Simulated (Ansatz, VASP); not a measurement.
## TiO in VASP and in Ansatz

Contents of POSCAR:

```
TiO
1.0
    2.9350083178      0.0000000000      0.0000000000
   -1.4675041589      2.4797968425      0.0000000000
    0.0000000000      0.0000000000      5.5705398661
Ti O
2 2
Direct
    0.3333333333      0.6666666667      0.2500000000
    0.6666666667      0.3333333333      0.7500000000
    0.0000000000      0.0000000000      0.0000000000
    0.0000000000      0.0000000000      0.5000000000
```

Contents of INCAR.step1:

```
PREC     = Accurate       # precision mode
ENCUT    = 520            # plane-wave cutoff, eV
ISMEAR   = 0              # smearing method
SIGMA    = 0.03           # smearing width, eV
LREAL    = False          # projectors in reciprocal space
LASPH    = True           # aspherical terms in the spheres
NELM     = 150            # most SCF steps
LMAXMIX  = 4              # l up to which the mixer works
LDAU     = True           # DFT+U
LDAUTYPE = 2            
LDAUL    = 2 -1           # shell
LDAUU    = 4 0            # U, eV
LDAUJ    = 0 0          
NBANDS   = 26             # bands
GGA      = PE             # functional
ALGO     = Normal         # electronic algorithm
EDIFF    = 1E-4           # SCF threshold, eV
LWAVE    = True           # write WAVECAR
LCHARG   = False          # write CHGCAR
```

INCAR.step2

```
PREC     = Accurate       # precision mode
ENCUT    = 520            # plane-wave cutoff, eV
EDIFF    = 1E-7           # SCF threshold, eV
ISMEAR   = 0              # smearing method
SIGMA    = 0.03           # smearing width, eV
LREAL    = False          # projectors in reciprocal space
LASPH    = True           # aspherical terms in the spheres
NELM     = 150            # most SCF steps
ALGO     = Normal         # electronic algorithm
ISIF     = 2              # what is computed and relaxed
LWAVE    = False          # write WAVECAR
LCHARG   = False          # write CHGCAR
LMAXMIX  = 4              # l up to which the mixer works
LDAU     = True           # DFT+U
LDAUTYPE = 2            
LDAUL    = 2 -1           # shell
LDAUU    = 4 0            # U, eV
LDAUJ    = 0 0          
LDAUPRINT= 1            
METAGGA  = R2SCAN         # meta-GGA
LMIXTAU  = True         
NBANDS   = 26             # bands
ISTART   = 1
```

Contents of KPOINTS:

```
regular mesh
0
Gamma
  12 12 6
```

Input for Ansatz:

```yaml
crystal:
  lattice:
    - [2.9350083178, 0.0, 0.0]
    - [-1.4675041589, 2.4797968425, 0.0]
    - [0.0, 0.0, 5.5705398661]
  atoms:
    - { symbol: Ti, position: [0.3333333333, 0.6666666667, 0.25] }
    - { symbol: Ti, position: [0.6666666667, 0.3333333333, 0.75] }
    - { symbol: O, position: [0.0, 0.0, 0.0] }
    - { symbol: O, position: [0.0, 0.0, 0.5] }
basis:
  ecutwfc: 500
kpoints:
  mp_grid: { grid: [12, 12, 6] }
hamiltonian:
  xc: r2scan
  hubbard: { sites: [{ species: Ti, l: d, u_eff: 4.0 }] }
scf:
  occupations: { method: gaussian, width: 0.03 }
output:
  forces: true
  stress: true
  eigenvalues: true
```

Change from the starting cell: strain +0.0250 x Voigt [1, 0, 0, 0, 0, 0], atoms carried along.

Alike in both runs: task single point; functional r2SCAN; k mesh 12 × 12 × 6; occupations gaussian, width 0.03 eV; no spin polarisation; Hubbard terms Ti d U = 4.0 eV.

|  | VASP | Ansatz |
| --- | --- | --- |
| version | VASP 6.6.1 | Ansatz 0.2.0 |
| potentials or method | VASP PAW PBE potentials, release 64 (Ti_sv, O), cutoff 520 eV | scalar-relativistic, plane waves, PAW |
| valence electrons in the cell | 36 | 36 |

VASP gave:

| Property | Result |
| --- | --- |
| gap on the k mesh at the Fermi level (eV) | none |
| pressure (GPa) | -0.3 |
| traceless stress, the component that is largest in VASP (GPa) | -6.53 |
| rms of the force components (eV/Å) | 0.006 |

Question: Which values does Ansatz return?

Answer: gap on the k mesh at the Fermi level (eV): none; pressure (GPa): -4.9; traceless stress, the component that is largest in VASP (GPa): -4.71; rms of the force components (eV/Å): 0.004.

VASP's potentials were made for PBE, not for r2SCAN. The programs project onto different local orbitals, so the same U acts differently, and such runs can settle in different states. Atom by atom the forces differ by 0.002 eV/Å (rms over components). A gap of «none» marks a metal or a gap that the smearing closes. Ansatz's warnings: filled band counts differ across k points.
